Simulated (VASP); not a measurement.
# P in VASP: a series of runs

The runs below take P through single point, with PBEsol.

All numbers are computed with VASP 6.6.1; they aren't measurements. Logs are shortened: lines on timing, memory, paths and dates and some standing lists are left out, and cuts for length are marked.

## Step 1: The cell of the first run

The cell holds a slab with vacuum, 4 atoms: a = 3.653 Å, b = 38.778 Å, c = 4.632 Å, α = 90.00°, β = 90.00°, γ = 90.00°.

## Step 2: Single point, PBEsol (strain +0.1125 x Voigt [1, 1, 0, 0, 0, 0])

INCAR reads:

```
SYSTEM = P
PREC = Accurate
ENCUT = 520
EDIFF = 1E-7
ISMEAR = 0
SIGMA = 0.05
LREAL = .False.
LASPH = .True.
NELM = 100
ALGO = Normal
ISIF = 2
LWAVE = .False.
LCHARG = .True.
GGA = PS
LELF = .True.
LVHAR = .True.
NBANDS = 18
```

KPOINTS reads:

```
Automatic mesh
0
Gamma
  8 1 6
  0 0 0
```

POSCAR reads:

```
P
1.0
    3.6531470885      0.0000000000      0.0000000000
    0.0000000000     38.7784469764      0.0000000000
    0.0000000000      0.0000000000      4.6320847100
P
4
Direct
    0.0000000000      0.9702614300      0.5921507200
    0.0000000000      0.0297385700      0.4078492800
    0.5000000000      0.0297385700      0.0921507200
    0.5000000000      0.9702614300      0.9078492800
```

Potentials or basis: VASP PAW PBE potentials, release 64 (P).

On the command line:

```console
cat potpaw_PBE.64/P/POTCAR > POTCAR
mpirun -np 1 vasp_std > vasp.out
```

OUTCAR:

```text
SYSTEM = P
   PREC = Accurate
   ENCUT = 520
   EDIFF = 1E-7
   ISMEAR = 0
   LREAL = .False.
   LASPH = .True.
   NELM = 100
   ISIF = 2
   GGA = PS

 ion  position               nearest neighbor table
   1  0.000  0.970  0.592-   4 2.34   4 2.34   2 2.46
   2  0.000  0.030  0.408-   3 2.34   3 2.34   1 2.46
   3  0.500  0.030  0.092-   2 2.34   2 2.34   4 2.46
   4  0.500  0.970  0.908-   1 2.34   1 2.34   3 2.46

  LATTYP: Found a simple orthorhombic cell.
 ALAT       =     3.6531470885
 B/A-ratio  =     1.2679710392
 C/A-ratio  =    10.6150795566

  Lattice vectors:

 A1 = (  -3.6531470885,   0.0000000000,   0.0000000000)
 A2 = (   0.0000000000,   0.0000000000,   4.6320847100)
 A3 = (   0.0000000000,  38.7784469764,   0.0000000000)

Analysis of symmetry for initial positions (statically):
=====================================================================
 Subroutine PRICEL returns:
 Original cell was already a primitive cell.

 Routine SETGRP: Setting up the symmetry group for a
 simple orthorhombic supercell.

 Subroutine GETGRP returns: Found  8 space group operations
 (whereof  4 operations were pure point group operations)
 out of a pool of  8 trial point group operations.

The static configuration has the point symmetry C_2h.
 The point group associated with its full space group is D_2h.

Analysis of symmetry for dynamics (positions and initial velocities):
=====================================================================
 Subroutine PRICEL returns:
 Original cell was already a primitive cell.

 Routine SETGRP: Setting up the symmetry group for a
 simple orthorhombic supercell.

 Subroutine GETGRP returns: Found  8 space group operations
 (whereof  4 operations were pure point group operations)
 out of a pool of  8 trial point group operations.

The dynamic configuration has the point symmetry C_2h.
 The point group associated with its full space group is D_2h.

 Subroutine INISYM returns: Found  8 space group operations
 (whereof  4 operations are pure point group operations),
 and found     1 'primitive' translations

----------------------------------------------------------------------------------------

                                     Primitive cell

  volume of cell :     656.1967

  direct lattice vectors                    reciprocal lattice vectors
     3.653147088  0.000000000  0.000000000     0.273736583  0.000000000  0.000000000
     0.000000000 38.778446976  0.000000000     0.000000000  0.025787521  0.000000000
     0.000000000  0.000000000  4.632084710     0.000000000  0.000000000  0.215885516

  length of vectors
     3.653147088 38.778446976  4.632084710     0.273736583  0.025787521  0.215885516

  position of ions in fractional coordinates (direct lattice)
     0.000000000  0.970261430  0.592150720
     0.000000000  0.029738570  0.407849280
     0.500000000  0.029738570  0.092150720
     0.500000000  0.970261430  0.907849280

  ion indices of the primitive-cell ions
   primitive index   ion index
                 1           1
                 2           2
                 3           3
                 4           4

----------------------------------------------------------------------------------------

 KPOINTS: Automatic mesh

Automatic generation of k-mesh.
 Grid dimensions read from file:
 generate k-points for:    8    1    6

 Generating k-lattice:

  Cartesian coordinates                     Fractional coordinates (reciprocal lattice)
     0.034217073  0.000000000  0.000000000     0.125000000  0.000000000  0.000000000
     0.000000000  0.025787521  0.000000000     0.000000000  1.000000000  0.000000000
     0.000000000  0.000000000  0.035980919     0.000000000  0.000000000  0.166666667

  Length of vectors
     0.034217073  0.025787521  0.035980919

  Shift w.r.t. Gamma in fractional coordinates (k-lattice)
     0.000000000  0.000000000  0.000000000

 Subroutine IBZKPT returns following result:
 ===========================================

 Found     20 irreducible k-points:

 Following reciprocal coordinates:
            Coordinates               Weight
  0.000000  0.000000  0.000000      1.000000
  0.125000  0.000000  0.000000      2.000000
  0.250000  0.000000  0.000000      2.000000
  0.375000  0.000000  0.000000      2.000000
  0.500000  0.000000  0.000000      1.000000
  0.000000  0.000000  0.166667      2.000000
[... 12 lines left out ...]
  0.375000  0.000000  0.500000      2.000000
  0.500000  0.000000  0.500000      1.000000
   k-points           NKPTS =     20   k-points in BZ     NKDIM =     20   number of bands    NBANDS=     18
   number of dos      NEDOS =    301   number of ions     NIONS =      4
   total plane-waves  NPLWV = 290304
   dimension x,y,z NGX =    28 NGY =  288 NGZ =   36
   dimension x,y,z NGXF=    56 NGYF=  576 NGZF=   72
   ions per type =               4
   NGX,Y,Z   is equivalent  to a cutoff of  12.74, 12.35, 12.92 a.u.
   NGXF,Y,Z  is equivalent  to a cutoff of  25.48, 24.69, 25.84 a.u.
 SYSTEM =  P
   PREC   = accura    normal or accurate (medium, high low for compatibility)
   ISTART =      0    job   : 0-new  1-cont  2-samecut
   ICHARG =      2    charge: 1-file 2-atom 10-const
   ISPIN  =      1    spin polarized calculation?
   LNONCOLLINEAR =      F non collinear calculations
   LSORBIT =      F    spin-orbit coupling
   LASPH  =      T    aspherical Exc in radial PAW
   ENCUT  =  520.0 eV  38.22 Ry    6.18 a.u.   6.79 72.10  8.61*2*pi/ulx,y,z
   NELM   =    100;   NELMIN=  2; NELMDL= -5     # of ELM steps
   EDIFF  = 0.1E-06   stopping-criterion for ELM
   LREAL  =      F    real-space projection
   EDIFFG = 0.1E-05   stopping-criterion for IOM
   NSW    =      0    number of steps for IOM
   IBRION =     -1    ionic relax: 0-MD 1-quasi-New 2-CG
   NFREE  =      0    steps in history (QN), initial steepest desc. (CG)
   ISIF   =      2    stress and relaxation
   ISYM   =      2    0-nonsym 1-usesym 2-fastsym
   POTIM  = 0.5000    time-step for ionic-motion
   TEBEG  =    0.0;   TEEND  =   0.0 temperature during run
   PSTRESS=    0.0 pullay stress
   NELECT =      20.0000    total number of electrons
   NUPDOWN=      -1.0000    fix difference up-down
   EMIN   =  10.00;   EMAX   =-10.00  energy-range for DOS
   EFERMI =   0.00;   METHOD = LEGACY
   ISMEAR =     0;   SIGMA  =   0.05  broadening in eV -4-tet -1-fermi 0-gaus
   EFERMI_NEDOS =   21; number of points for ismear=-14 and -15
   IALGO  =     38    algorithm
   IMIX   =      4    mixing-type and parameters
     AMIX     =   0.40;   BMIX     =  1.00
     AMIX_MAG =   1.60;   BMIX_MAG =  1.00
  volume/ion in A,a.u.               =     164.05      1107.06
  Fermi-wavevector in a.u.,A,eV,Ry     =   0.511376  0.966360  3.557994  0.261505
  Thomas-Fermi vector in A             =   1.524839
   LORBIT       =      0    0 simple, 1 ext, 2 COOP (PROOUT), +10 PAW based schemes
   GGA     = PS    functional components
   LHFCALC =     F    Hartree Fock is set to
   AEXX    =    0.0000 exact exchange contribution
   IVDW    =     0    specifies the selected vdW correction
   LEPSILON=     F    determine dielectric tensor
   LRPA    =     F    only Hartree local field effects (RPA)
 non-spin polarized calculation
 Gauss-broadening in eV      SIGMA  =   0.05
  energy-cutoff  :      520.00
  volume of cell :      656.20
 maximum number of plane-waves:     17738
 NGX is ok and might be reduce to    28
   NGX = 13   NGY =145   NGZ = 17

 number of electron      19.9999998 magnetization

 Free energy of the ion-electron system (eV)
  ---------------------------------------------------
  ext. energy  EPLUGINS =         0.00000000
  ---------------------------------------------------
  free energy    TOTEN  =       -21.89452443 eV

  energy without entropy =      -21.89452443  energy(sigma->0) =      -21.89452443

 E-fermi :  -3.4203     XC(G=0):  -1.5570

 val. band max:       -3.6746267913   @ k =   0.0000   0.0000   0.0000
 cond. band min:      -3.1933400879   @ k =   0.0000   0.0000   0.3333
 fundamental gap:      0.4812867034
 Fermi energy:        -3.4203236784

 k-point     1 :       0.0000    0.0000    0.0000
  band No.  band energies     occupation
      1     -17.3848      2.00000
      2     -15.5143      2.00000
      3     -12.0180      2.00000
      4      -8.8142      2.00000
      5      -8.5599      2.00000
      6      -7.4145      2.00000
[... 10 lines left out ...]
     17       1.3138      0.00000
     18       1.4505      0.00000

 k-point     2 :       0.1250    0.0000    0.0000
  band No.  band energies     occupation
      1     -17.2365      2.00000
      2     -15.3595      2.00000
      3     -12.2400      2.00000
      4      -9.2541      2.00000
      5      -8.4447      2.00000
      6      -7.8390      2.00000
[... 10 lines left out ...]
     17       1.0409      0.00000
     18       1.0872      0.00000

 k-point     3 :       0.2500    0.0000    0.0000
  band No.  band energies     occupation
      1     -16.7962      2.00000
      2     -14.8978      2.00000
      3     -12.9556      2.00000
      4     -10.4368      2.00000
      5      -8.2293      2.00000
      6      -8.1278      2.00000
[... 10 lines left out ...]
     17       1.5512      0.00000
     18       1.5609      0.00000

 k-point     4 :       0.3750    0.0000    0.0000
  band No.  band energies     occupation
      1     -16.0805      2.00000
      2     -14.1382      2.00000
      3     -14.0215      2.00000
      4     -11.8287      2.00000
      5      -8.0885      2.00000
      6      -7.7522      2.00000
[... 291 lines left out ...]
      4     -11.9144      2.00000
      5      -8.5969      2.00000
      6      -8.5969      2.00000
[... 10 lines left out ...]
     17       2.1583      0.00000
     18       2.1583      0.00000

 k-point    19 :       0.3750    0.0000    0.5000
  band No.  band energies     occupation
      1     -15.2768      2.00000
      2     -15.2768      2.00000
      3     -12.6862      2.00000
      4     -12.6862      2.00000
      5      -8.6106      2.00000
      6      -8.6106      2.00000
[... 10 lines left out ...]
     17       2.3632      0.00000
     18       2.3632      0.00000

 k-point    20 :       0.5000    0.0000    0.5000
  band No.  band energies     occupation
      1     -14.8357      2.00000
      2     -14.8357      2.00000
      3     -13.2466      2.00000
      4     -13.2466      2.00000
      5      -8.0006      2.00000
      6      -8.0006      2.00000
[... 10 lines left out ...]
     17       2.3039      0.00000
     18       2.3039      0.00000

------------------------ aborting loop because EDIFF is reached ----------------------------------------

  FORCE on cell =-STRESS in cart. coord.  units (eV):
  Direction    XX          YY          ZZ          XY          YZ          ZX
  --------------------------------------------------------------------------------------
  -------------------------------------------------------------------------------------
  Total       -9.7371255     -5.8859727     -3.5841094      0.0000000      0.0000000      0.0000000
  in kB      -23.7742753    -14.3712572     -8.7510017      0.0000000      0.0000000      0.0000000
  external PRESSURE =     -15.6321781 kB  Pullay stress =       0.0000000 kB

 VOLUME and BASIS-vectors are now :
 -----------------------------------------------------------------------------
  energy-cutoff  :      520.00
  volume of cell :      656.20
      direct lattice vectors                 reciprocal lattice vectors
     3.653147088  0.000000000  0.000000000     0.273736583  0.000000000  0.000000000
     0.000000000 38.778446976  0.000000000     0.000000000  0.025787521  0.000000000
     0.000000000  0.000000000  4.632084710     0.000000000  0.000000000  0.215885516

 POSITION                                       TOTAL-FORCE (eV/Angst)
 -----------------------------------------------------------------------------------
      0.00000     37.62523      2.74289         0.000000      1.272665     -0.117468
      0.00000      1.15322      1.88919        -0.000000     -1.272665      0.117468
      1.82657      1.15322      0.42685         0.000000     -1.272665     -0.117468
      1.82657     37.62523      4.20523         0.000000      1.272665      0.117468
 -----------------------------------------------------------------------------------
    total drift:                               -0.000000      0.000000     -0.000000

  FREE ENERGIE OF THE ION-ELECTRON SYSTEM (eV)
  ---------------------------------------------------
  free  energy   TOTEN  =       -21.8945244312 eV

  energy  without entropy=      -21.8945244312  energy(sigma->0) =      -21.89452443
```

Wall time 8.5 min (1 thread of Intel Xeon Platinum 8488C (Sapphire Rapids), shared host); peak memory 0.66 GiB.

Results:

```yaml
Free_energy: -21.8945 eV
Largest_force: 1.278 eV/Å
Band_gap_on_the_k_mesh: 0.48 eV, indirect (least direct gap 0.55 eV)
```

Forces in eV/Å, atoms in the order of the input:
```
P    0.000  1.273 -0.117
P    0.000 -1.273  0.117
P    0.000 -1.273 -0.117
P    0.000  1.273  0.117
```

Levels at points of the mesh, in eV from the valence-band top:
```tsv
k point	band 7	band 8	band 9	band 10	band 11	band 12	band 13	band 14
(0.00, 0.00, 0.00)	-3.49	-2.53	-1.36	0.00	0.55	0.70	1.33	2.93
(0.50, 0.00, 0.00)	-2.40	-2.40	-1.90	-1.90	1.21	1.21	2.24	2.24
(0.00, 0.00, 0.50)	-2.73	-2.73	-1.03	-1.03	0.83	0.83	2.84	2.84
(0.50, 0.00, 0.50)	-4.24	-4.24	-1.30	-1.30	1.78	1.78	4.19	4.19
```

Caveat: the cell differs from its parent crystal (strain +0.1125 x Voigt [1, 1, 0, 0, 0, 0]); the PAW data sets were made with another functional, which shifts forces and pressure a little.

[end of part 1 of 2]
